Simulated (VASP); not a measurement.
Write the native input for VASP 6.6.1 that does the following.

```yaml
Task: single point
Functional: PBE
Potentials_or_basis: VASP PAW PBE potentials, release 64 (B)
Cutoff: 520 eV
k_mesh: 12 × 12 × 16
Occupations: fermi-dirac, width 0.05 eV
Spin: no spin polarisation
Dipole_correction: no
Further_INCAR_settings: ALGO = Normal; EDIFF = 1e-06; NBANDS = 12
```

The structure of B lies in POSCAR:

```
B
1.0
    2.5857486619      0.0000000000      0.0000000000
   -1.2928743310      2.2393240290      0.0000000000
    0.0000000000      0.0000000000      2.4255796080
B
3
Direct
    0.0000000000      0.0000000000      0.0000000000
    0.3333333333      0.6666666667      0.5000000000
    0.6666666667      0.3333333333      0.5000000000
```

These files were run (other wordings do the same):

INCAR

```
SYSTEM = B
ALGO = Normal
EDIFF = 1E-6
ENCUT = 520
GGA = PE
ISIF = 2
ISMEAR = -1
LASPH = .TRUE.
LCHARG = .FALSE.
LREAL = .FALSE.
LWAVE = .FALSE.
NBANDS = 12
NELM = 60
PREC = Accurate
SIGMA = 0.05
```

KPOINTS

```
k-points
0
G
  12 12 16
  0 0 0
```

Potentials or basis: VASP PAW PBE potentials, release 64 (B).

Run with:

```bash
$ cat potpaw_PBE.64/B/POTCAR > POTCAR
$ mpirun -np 1 vasp_std > vasp.out
```

Results of the run:

| Item | Value |
| --- | --- |
| Pressure | 146.1 GPa |

Run time: 31 s on 1 thread of Intel Xeon 8259CL, on a shared host, peak memory 0.13 GiB.
